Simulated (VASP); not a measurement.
**Os: single point with LDA**

The system is Os.

```
Os
1.0
     2.44808    0.00000    0.00000
     0.00000    2.44808    0.00000
     0.00000    0.00000    2.44808
Os
1
Direct
  0.00000 0.00000 0.00000
```

This cell differs from its parent crystal: volume scaled by 0.92.

```
Program             : VASP 6.6.1
Task                : single point
Functional          : LDA
Potentials or basis : VASP PAW LDA potentials, release 64 (Os)
Cutoff              : 520 eV
k mesh              : 14 × 14 × 14
Occupations         : fermi-dirac, width 0.1 eV
Spin                : no spin polarisation
```

```yaml
Pressure: 32.2 GPa
Band_gap_on_the_k_mesh: zero (band 4 reaches 14.94 eV, above the bottom of band 5 at 7.68 eV)
```

Levels at points of the mesh, in eV from the Fermi level:
```tsv
k point	band 1	band 2	band 3	band 4	band 5	band 6	band 7	band 8
(0.00, 0.00, 0.00)	-10.49	-7.06	-7.06	2.79	2.79	2.79	16.48	16.48
(0.50, 0.00, 0.00)	-7.02	-6.06	-1.41	-1.23	-1.23	3.22	8.54	15.84
(0.50, 0.50, 0.00)	-8.05	-5.21	-0.44	-0.44	4.95	4.95	5.73	15.11
(0.50, 0.50, 0.50)	-6.34	-6.34	-6.34	6.03	6.03	7.99	12.75	12.75
```

Wall time 4.6 s on 1 thread of Intel(R) Xeon(R) 6975P-C (Granite Rapids), with other jobs on the host, peak memory 0.12 GiB.

Caveat: spin-orbit coupling is left out, which moves the levels of the heavy elements.
